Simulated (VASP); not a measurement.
HfC, 2 atoms in the cell. It takes space group Fm-3m (No. 225, cubic). Conventional cell: a = 4.653 Å, b = 4.653 Å, c = 4.653 Å, α = 90.00°, β = 90.00°, γ = 90.00°. Hf (site symmetry m-3m) has 6 C at 2.33 Å within 3.1 Å. C (site symmetry m-3m) has 6 Hf at 2.33 Å within 3.1 Å. 

| Item | Value |
| --- | --- |
| Program | VASP 6.6.1 |
| Task | single point |
| Functional | PBEsol |
| Potentials or basis | VASP PAW PBE potentials, release 64 (Hf_pv, C) |
| Cutoff | 520 eV |
| k mesh | 16 × 16 × 16 |
| Occupations | gaussian, width 0.1 eV |
| Spin | no spin polarisation |
| Dipole correction | no |
| Further INCAR settings | ALGO = Normal; EDIFF = 1e-07; NBANDS = 14 |

Potentials or basis: VASP PAW PBE potentials, release 64 (Hf_pv, C).

Command:

```bash
$ cat potpaw_PBE.64/Hf_pv/POTCAR potpaw_PBE.64/C/POTCAR > POTCAR
$ mpirun -np 1 vasp_std > vasp.out
```

Hardware: 1 thread of Intel Xeon 8259CL, on a shared host.

Problem. Estimate the wall time of this run.

Solution. Wall time 46 s on 1 thread of Intel Xeon 8259CL, with other jobs on the host, peak memory 0.18 GiB. Counts: scf iterations 14, k points 145.
